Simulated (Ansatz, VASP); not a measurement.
**One calculation of LaLu2N3, two programs**

INCAR

```
SYSTEM = LaLu2N3
PREC     = Accurate       ! precision mode
ENCUT    = 600            ! plane-wave cutoff, eV
EDIFF    = 1E-7           ! SCF threshold, eV
ISMEAR   = 0              ! smearing method
SIGMA    = 0.1            ! smearing width, eV
LREAL    = .False.        ! projectors in reciprocal space
LASPH    = .True.         ! aspherical terms in the spheres
NELM     = 80             ! most SCF steps
ALGO     = Normal         ! electronic algorithm
ISIF     = 3              ! what is computed and relaxed
LWAVE    = .False.        ! write WAVECAR
LCHARG   = .False.        ! write CHGCAR
GGA      = PE             ! functional
IBRION   = 2              ! ionic algorithm
NSW      = 90             ! ionic steps
EDIFFG   = -0.04          ! ionic threshold
```

The input KPOINTS:

```
regular mesh
0
Gamma
  6 6 2
  0 0 0
```

The input POSCAR:

```
LaLu2N3
1.0
    3.6456575600      0.0000000000      0.0000000000
    0.0000000000      3.6456575600      0.0000000000
    0.0000000000      0.0000000000      8.0314583400
La Lu N
1 2 3
Direct
    0.0000000000      0.0000000000      0.0000000000
    0.0000000000      0.5000000000      0.7376120100
    0.5000000000      0.0000000000      0.2623879900
    0.5000000000      0.5000000000      0.0000000000
    0.0000000000      0.5000000000      0.3786259900
    0.5000000000      0.0000000000      0.6213740100
```

Input for Ansatz:

```yaml
crystal:
  lattice:
    - [3.64565756, 0.0, 0.0]
    - [0.0, 3.64565756, 0.0]
    - [0.0, 0.0, 8.03145834]
  atoms:
    - { symbol: La, position: [0.0, 0.0, 0.0] }
    - { symbol: Lu, position: [0.0, 0.5, 0.73761201] }
    - { symbol: Lu, position: [0.5, 0.0, 0.26238799] }
    - { symbol: "N", position: [0.5, 0.5, 0.0] }
    - { symbol: "N", position: [0.0, 0.5, 0.37862599] }
    - { symbol: "N", position: [0.5, 0.0, 0.62137401] }
basis:
  ecutwfc: 420
kpoints:
  mp_grid: { grid: [6, 6, 2] }
hamiltonian:
  xc: pbe
scf:
  occupations: { method: gaussian, width: 0.1 }
  lower_state_search: "off"
output:
  forces: true
  stress: true
  eigenvalues: true
relax:
  adjacent_minimum: "off"
  f_tol: 0.04
  max_steps: 70
  cell: { stress_tol: 0.4 }
```

Change from the starting cell: species swapped into the Zr2CuSb3 type (P-4m2, No. 115).

Alike in both runs: task relaxation of cell and atoms; functional PBE; k mesh 6 × 6 × 2; occupations gaussian, width 0.1 eV; no spin polarisation.

```csv
,VASP,Ansatz
version,VASP 6.6.1,Ansatz 0.2.0
potentials or method,"VASP PAW PBE potentials, release 64 (La, Lu, N), cutoff 600 eV","scalar-relativistic, plane waves, PAW"
valence electrons in the cell,76,76
```

```tsv
	VASP	Ansatz	Ansatz less VASP
gap on the k mesh at the Fermi level, each at its own relaxed structure (eV)	none	none	-
relaxed volume (Å³/atom)	18.19	18.28	+0.091
relaxed cell length with the largest relative difference (Å)	9.421	9.489	+0.0680
```

A gap of «none» marks a metal or a gap that the smearing closes.

The k mesh is coarse, so the values compare programs but aren't converged. Spin-orbit coupling is off throughout.
